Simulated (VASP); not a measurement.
# Sn (Pm-3m) in VASP: a series of runs

Runs on Sn. Level: PBE. Tasks: single point, relaxation of cell and atoms.

Everything below comes from runs of VASP 6.6.1. Logs are shortened: lines on timing, memory, paths and dates and some standing lists are left out, and cuts for length are marked.

## 1. The cell of the first run

Symmetry: Pm-3m, No. 221, cubic system. The conventional cell has a = 5.560 Å, b = 5.560 Å, c = 5.560 Å, α = 90.00°, β = 90.00°, γ = 90.00°. Within 3.7 Å of Sn (site symmetry 4/mmm) lie 6 Sn at 2.78 Å. Sn (site symmetry m-3m) has 6 Sn at 2.78 Å within 3.7 Å. Sn (site symmetry 4/mmm) has 4 Sn at 2.78 Å within 3.7 Å.

The cell was built from a structure type or drawn by symmetry, and may not be a known phase.

## 2. Single point, PBE

INCAR

```
  ALGO = Fast
  EDIFF = 1E-6
  ENCUT = 520
  GGA = PE
  ISIF = 2
  ISMEAR = 0
  LASPH = T
  LCHARG = F
  LREAL = F
  LWAVE = F
  NBANDS = 58
  NELM = 100
  PREC = Accurate
  SIGMA = 0.1
```

KPOINTS

```
k-points
0
Gamma
  4 4 4
```

POSCAR

```
Sn
1.0
    5.5600000000      0.0000000000      0.0000000000
    0.0000000000      5.5600000000      0.0000000000
    0.0000000000      0.0000000000      5.5600000000
Sn
7
Direct
    0.5000000000      0.5000000000      0.0000000000
    0.0000000000      0.5000000000      0.5000000000
    0.5000000000      0.0000000000      0.5000000000
    0.5000000000      0.5000000000      0.5000000000
    0.5000000000      0.0000000000      0.0000000000
    0.0000000000      0.5000000000      0.0000000000
    0.0000000000      0.0000000000      0.5000000000
```

Potentials or basis: VASP PAW PBE potentials, release 64 (Sn_d).

Run with:

```console
$ cat potpaw_PBE.64/Sn_d/POTCAR > POTCAR
$ mpirun -np 1 vasp_std > vasp.out
```

OUTCAR:

```text
EDIFF = 1E-6
   ENCUT = 520
   GGA = PE
   ISIF = 2
   ISMEAR = 0
   LASPH = T
   LREAL = F
   NELM = 100
   PREC = Accurate

 ion  position               nearest neighbor table
   1  0.500  0.500  0.000-   4 2.78   5 2.78   6 2.78   4 2.78   5 2.78   6 2.78
   2  0.000  0.500  0.500-   4 2.78   6 2.78   7 2.78   6 2.78   7 2.78   4 2.78
   3  0.500  0.000  0.500-   4 2.78   5 2.78   7 2.78   5 2.78   4 2.78   7 2.78
   4  0.500  0.500  0.500-   1 2.78   2 2.78   3 2.78   1 2.78   3 2.78   2 2.78
   5  0.500  0.000  0.000-   1 2.78   3 2.78   3 2.78   1 2.78
   6  0.000  0.500  0.000-   1 2.78   2 2.78   2 2.78   1 2.78
   7  0.000  0.000  0.500-   2 2.78   3 2.78   2 2.78   3 2.78

  LATTYP: Found a simple cubic cell.
 ALAT       =     5.5600000000

  Lattice vectors:

 A1 = (   5.5600000000,   0.0000000000,   0.0000000000)
 A2 = (   0.0000000000,   5.5600000000,   0.0000000000)
 A3 = (   0.0000000000,   0.0000000000,   5.5600000000)

Analysis of symmetry for initial positions (statically):
=====================================================================
 Subroutine PRICEL returns:
 Original cell was already a primitive cell.

 Routine SETGRP: Setting up the symmetry group for a
 simple cubic supercell.

 Subroutine GETGRP returns: Found 48 space group operations
 (whereof 48 operations were pure point group operations)
 out of a pool of 48 trial point group operations.

The static configuration has the point symmetry O_h .

Analysis of symmetry for dynamics (positions and initial velocities):
=====================================================================
 Subroutine PRICEL returns:
 Original cell was already a primitive cell.

 Routine SETGRP: Setting up the symmetry group for a
 simple cubic supercell.

 Subroutine GETGRP returns: Found 48 space group operations
 (whereof 48 operations were pure point group operations)
 out of a pool of 48 trial point group operations.

The dynamic configuration has the point symmetry O_h .

 Subroutine INISYM returns: Found 48 space group operations
 (whereof 48 operations are pure point group operations),
 and found     1 'primitive' translations

----------------------------------------------------------------------------------------

                                     Primitive cell

  volume of cell :     171.8796

  direct lattice vectors                    reciprocal lattice vectors
     5.560000000  0.000000000  0.000000000     0.179856115  0.000000000  0.000000000
     0.000000000  5.560000000  0.000000000     0.000000000  0.179856115  0.000000000
     0.000000000  0.000000000  5.560000000     0.000000000  0.000000000  0.179856115

  length of vectors
     5.560000000  5.560000000  5.560000000     0.179856115  0.179856115  0.179856115

  position of ions in fractional coordinates (direct lattice)
     0.500000000  0.500000000  0.000000000
     0.000000000  0.500000000  0.500000000
     0.500000000  0.000000000  0.500000000
     0.500000000  0.500000000  0.500000000
     0.500000000  0.000000000  0.000000000
     0.000000000  0.500000000  0.000000000
     0.000000000  0.000000000  0.500000000

  ion indices of the primitive-cell ions
   primitive index   ion index
                 1           1
                 2           2
                 3           3
                 4           4
                 5           5
                 6           6
                 7           7

----------------------------------------------------------------------------------------

 KPOINTS: k-points

Automatic generation of k-mesh.
 Grid dimensions read from file:
 generate k-points for:    4    4    4

 Generating k-lattice:

  Cartesian coordinates                     Fractional coordinates (reciprocal lattice)
     0.044964029  0.000000000  0.000000000     0.250000000  0.000000000  0.000000000
     0.000000000  0.044964029  0.000000000     0.000000000  0.250000000  0.000000000
     0.000000000  0.000000000  0.044964029     0.000000000  0.000000000  0.250000000

  Length of vectors
     0.044964029  0.044964029  0.044964029

  Shift w.r.t. Gamma in fractional coordinates (k-lattice)
     0.000000000  0.000000000  0.000000000

 Subroutine IBZKPT returns following result:
 ===========================================

 Found     10 irreducible k-points:

 Following reciprocal coordinates:
            Coordinates               Weight
  0.000000  0.000000  0.000000      1.000000
  0.250000  0.000000  0.000000      6.000000
  0.500000  0.000000  0.000000      3.000000
  0.250000  0.250000  0.000000     12.000000
  0.500000  0.250000  0.000000     12.000000
  0.500000  0.500000  0.000000      3.000000
  0.250000  0.250000  0.250000      8.000000
  0.500000  0.250000  0.250000     12.000000
  0.500000  0.500000  0.250000      6.000000
  0.500000  0.500000  0.500000      1.000000
   k-points           NKPTS =     10   k-points in BZ     NKDIM =     10   number of bands    NBANDS=     58
   number of dos      NEDOS =    301   number of ions     NIONS =      7
   total plane-waves  NPLWV =  74088
   dimension x,y,z NGX =    42 NGY =   42 NGZ =   42
   dimension x,y,z NGXF=    84 NGYF=   84 NGZF=   84
   ions per type =               7
   NGX,Y,Z   is equivalent  to a cutoff of  12.56, 12.56, 12.56 a.u.
   NGXF,Y,Z  is equivalent  to a cutoff of  25.12, 25.12, 25.12 a.u.
 SYSTEM =  unknown system
   PREC   = accura    normal or accurate (medium, high low for compatibility)
   ISTART =      0    job   : 0-new  1-cont  2-samecut
   ICHARG =      2    charge: 1-file 2-atom 10-const
   ISPIN  =      1    spin polarized calculation?
   LNONCOLLINEAR =      F non collinear calculations
   LSORBIT =      F    spin-orbit coupling
   LASPH  =      T    aspherical Exc in radial PAW
   ENCUT  =  520.0 eV  38.22 Ry    6.18 a.u.  10.34 10.34 10.34*2*pi/ulx,y,z
   NELM   =    100;   NELMIN=  2; NELMDL= -5     # of ELM steps
   EDIFF  = 0.1E-05   stopping-criterion for ELM
   LREAL  =      F    real-space projection
   EDIFFG = 0.1E-04   stopping-criterion for IOM
   NSW    =      0    number of steps for IOM
   IBRION =     -1    ionic relax: 0-MD 1-quasi-New 2-CG
   NFREE  =      0    steps in history (QN), initial steepest desc. (CG)
   ISIF   =      2    stress and relaxation
   ISYM   =      2    0-nonsym 1-usesym 2-fastsym
   POTIM  = 0.5000    time-step for ionic-motion
   TEBEG  =    0.0;   TEEND  =   0.0 temperature during run
   PSTRESS=    0.0 pullay stress
   NELECT =      98.0000    total number of electrons
   NUPDOWN=      -1.0000    fix difference up-down
   EMIN   =  10.00;   EMAX   =-10.00  energy-range for DOS
   EFERMI =   0.00;   METHOD = LEGACY
   ISMEAR =     0;   SIGMA  =   0.10  broadening in eV -4-tet -1-fermi 0-gaus
   EFERMI_NEDOS =   21; number of points for ismear=-14 and -15
   IALGO  =     68    algorithm
   IMIX   =      4    mixing-type and parameters
     AMIX     =   0.40;   BMIX     =  1.00
     AMIX_MAG =   1.60;   BMIX_MAG =  1.00
  volume/ion in A,a.u.               =      24.55       165.70
  Fermi-wavevector in a.u.,A,eV,Ry     =   1.357507  2.565316 25.073158  1.842825
  Thomas-Fermi vector in A             =   2.484419
   LORBIT       =      0    0 simple, 1 ext, 2 COOP (PROOUT), +10 PAW based schemes
   GGA     = PE    functional components
   LHFCALC =     F    Hartree Fock is set to
   AEXX    =    0.0000 exact exchange contribution
   IVDW    =     0    specifies the selected vdW correction
   LEPSILON=     F    determine dielectric tensor
   LRPA    =     F    only Hartree local field effects (RPA)
 non-spin polarized calculation
 RMM-DIIS sequential band-by-band and
 Gauss-broadening in eV      SIGMA  =   0.10
  energy-cutoff  :      520.00
  volume of cell :      171.88
 maximum number of plane-waves:      4680
 NGX is ok and might be reduce to    42
   NGX = 21   NGY = 21   NGZ = 21

 number of electron      98.0000059 magnetization

 Free energy of the ion-electron system (eV)
  ---------------------------------------------------
  ext. energy  EPLUGINS =         0.00000000
  ---------------------------------------------------
  free energy    TOTEN  =       -22.57450868 eV

  energy without entropy =      -22.56064261  energy(sigma->0) =      -22.56757565

 E-fermi :   9.5009     XC(G=0): -10.6673

 val. band max:        9.3768349239   @ k =   0.5000   0.5000   0.0000
 cond. band min:       9.5418244247   @ k =   0.5000   0.0000   0.0000
 fundamental gap:      0.1649895008
 Fermi energy:         9.5009349574

 k-point     1 :       0.0000    0.0000    0.0000
  band No.  band energies     occupation
      1     -13.1432      2.00000
      2     -13.1432      2.00000
      3     -12.9071      2.00000
      4     -12.8488      2.00000
      5     -12.8488      2.00000
      6     -12.8488      2.00000
[... 50 lines left out ...]
     57      12.1423      0.00000
     58      15.3910      0.00000

 k-point     2 :       0.2500    0.0000    0.0000
  band No.  band energies     occupation
      1     -13.1387      2.00000
      2     -13.0642      2.00000
      3     -12.8705      2.00000
      4     -12.8478      2.00000
      5     -12.8146      2.00000
      6     -12.8146      2.00000
[... 50 lines left out ...]
     57      13.4807      0.00000
     58      13.5294      0.00000

 k-point     3 :       0.5000    0.0000    0.0000
  band No.  band energies     occupation
      1     -13.1350      2.00000
      2     -12.9555      2.00000
      3     -12.8469      2.00000
      4     -12.8410      2.00000
      5     -12.7829      2.00000
      6     -12.7714      2.00000
[... 362 lines left out ...]
      3     -12.7434      2.00000
      4     -12.7434      2.00000
      5     -12.7116      2.00000
      6     -12.6760      2.00000
[... 50 lines left out ...]
     57      13.0083      0.00000
     58      13.2692      0.00000

 k-point    10 :       0.5000    0.5000    0.5000
  band No.  band energies     occupation
      1     -12.7906      2.00000
      2     -12.7906      2.00000
      3     -12.7112      2.00000
      4     -12.7112      2.00000
      5     -12.7112      2.00000
      6     -12.5196      2.00000
[... 50 lines left out ...]
     57      12.4853      0.00000
     58      12.5332      0.00000

------------------------ aborting loop because EDIFF is reached ----------------------------------------

  FORCE on cell =-STRESS in cart. coord.  units (eV):
  Direction    XX          YY          ZZ          XY          YZ          ZX
  --------------------------------------------------------------------------------------
  -------------------------------------------------------------------------------------
  Total       22.5732910     22.5732910     22.5732910      0.0000000      0.0000000      0.0000000
  in kB      210.4171277    210.4171277    210.4171277      0.0000000      0.0000000      0.0000000
  external PRESSURE =     210.4171277 kB  Pullay stress =       0.0000000 kB

 VOLUME and BASIS-vectors are now :
 -----------------------------------------------------------------------------
  energy-cutoff  :      520.00
  volume of cell :      171.88
      direct lattice vectors                 reciprocal lattice vectors
     5.560000000  0.000000000  0.000000000     0.179856115  0.000000000  0.000000000
     0.000000000  5.560000000  0.000000000     0.000000000  0.179856115  0.000000000
     0.000000000  0.000000000  5.560000000     0.000000000  0.000000000  0.179856115

 POSITION                                       TOTAL-FORCE (eV/Angst)
 -----------------------------------------------------------------------------------
      2.78000      2.78000      0.00000         0.000000      0.000000      0.000000
      0.00000      2.78000      2.78000         0.000000      0.000000      0.000000
      2.78000      0.00000      2.78000         0.000000      0.000000      0.000000
      2.78000      2.78000      2.78000         0.000000      0.000000      0.000000
      2.78000      0.00000      0.00000         0.000000      0.000000      0.000000
      0.00000      2.78000      0.00000         0.000000      0.000000      0.000000
      0.00000      0.00000      2.78000         0.000000      0.000000      0.000000
 -----------------------------------------------------------------------------------
    total drift:                                0.000000      0.000000     -0.000000

  FREE ENERGIE OF THE ION-ELECTRON SYSTEM (eV)
  ---------------------------------------------------
  free  energy   TOTEN  =       -22.5745086839 eV

  energy  without entropy=      -22.5606426072  energy(sigma->0) =      -22.56757565
```

Wall time 57 s (1 thread of Intel Xeon 6975P-C (Granite Rapids), shared host); peak memory 0.28 GiB.

What came out:

| Quantity | Value |
| --- | --- |
| Free energy | -22.5745 eV |
| Pressure | 21.0 GPa |
| Band gap on the k mesh | zero (bands 49 and 50 overlap by 3.23 eV) |

Caveat: the cell stands under pressure; spin-orbit coupling is left out, which moves the levels of the heavy elements.

[end of part 1 of 2]
